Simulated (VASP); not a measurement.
Set up this calculation in VASP 6.6.1, as the native input.

- Task: single point
- Functional: PBE
- Potentials or basis: VASP PAW PBE potentials, release 64 (Mg, O)
- Cutoff: 520 eV
- k mesh: 9 × 9 × 2
- Occupations: gaussian, width 0.05 eV
- Spin: no spin polarisation
- Dipole correction: no
- Further INCAR settings: ALGO = Normal; EDIFF = 1e-06; NBANDS = 26

The structure of MgO lies in POSCAR:

```
MgO
1.0
    3.3352000000      0.0000000000      0.0000000000
   -1.6676000000      2.8883679267      0.0000000000
    0.0000000000      0.0000000000     11.0746000000
Mg O
4 4
Direct
    0.3333333333      0.6666666667      0.9694906392
    0.0000000000      0.0000000000      0.2208211786
    0.0000000000      0.0000000000      0.7208211786
    0.6666666667      0.3333333333      0.4694906392
    0.3333333333      0.6666666667      0.7800420079
    0.0000000000      0.0000000000      0.5296443544
    0.0000000000      0.0000000000      0.0296443544
    0.6666666667      0.3333333333      0.2800420079
```

These files were run (other wordings do the same):

INCAR

```
SYSTEM = MgO
PREC = Accurate
ENCUT = 520
EDIFF = 1E-6
ISMEAR = 0
SIGMA = 0.05
LREAL = .FALSE.
LASPH = .TRUE.
NELM = 100
ALGO = Normal
ISIF = 2
LWAVE = .FALSE.
LCHARG = .FALSE.
GGA = PE
NBANDS = 26
```

KPOINTS

```
Automatic mesh
0
G
  9 9 2
  0 0 0
```

Potentials or basis: VASP PAW PBE potentials, release 64 (Mg, O).

Launch:

```console
$ cat potpaw_PBE.64/Mg/POTCAR potpaw_PBE.64/O/POTCAR > POTCAR
$ mpirun -np 1 vasp_std > vasp.out
```

It gave:

```
Pressure               : -8.4 GPa
Largest force          : 0.178 eV/Å
Band gap on the k mesh : 3.06 eV, direct
```

Run time: 44 s on 1 thread of Intel(R) Xeon(R) 6975P-C (Granite Rapids), on a shared host, peak memory 0.26 GiB.
